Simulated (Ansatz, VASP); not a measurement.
## One calculation of Al3Ni5, two programs

```xyz
8
Lattice="3.4580 -3.8765 0.0000 3.4580 3.8765 0.0000 0.0000 0.0000 3.5343" Properties=species:S:1:pos:R:3 pbc="T T T"
Al    3.4580    0.0000    0.0000
Al    3.4580   -2.1684    1.7672
Al    3.4580    2.1684    1.7672
Ni    0.0000    0.0000    0.0000
Ni    1.7290    1.9383    0.0000
Ni    1.7290   -1.9383    0.0000
Ni    1.9105    0.0000    1.7672
Ni    5.0055    0.0000    1.7672
```

Change from the starting cell: strain +0.050 along x and y, -0.050 along z, atoms carried along.

Alike in both runs: task single point; functional PBEsol; k mesh 8 × 8 × 10; occupations gaussian, width 0.15 eV; no spin polarisation.

|  | VASP | Ansatz |
| --- | --- | --- |
| version | VASP 6.6.1 | Ansatz 0.2.0 |
| potentials or method | VASP PAW PBE potentials, release 64 (Al, Ni), cutoff 520 eV | scalar-relativistic, plane waves, PAW |
| valence electrons in the cell | 59 | 99 |

Ansatz gave:

* gap on the k mesh at the Fermi level (eV): none
* pressure (GPa): -6.9
* traceless stress, the component that is largest in VASP (GPa): 6.75
* rms of the force components (eV/Å): 0.121

Problem. Estimate VASP's values.

Solution. gap on the k mesh at the Fermi level (eV): none; pressure (GPa): -6.6; traceless stress, the component that is largest in VASP (GPa): 6.71; rms of the force components (eV/Å): 0.122.

VASP's potentials were made for PBE, not for PBEsol. Atom by atom the forces differ by 0.003 eV/Å (rms over components). A gap of «none» marks a metal or a gap that the smearing closes. The functional is the same, so the differences come from potentials, cutoffs and numerics. VASP's potentials hold 59 valence electrons a cell and Ansatz's 99, so a difference there can come from the potentials and not from the codes.
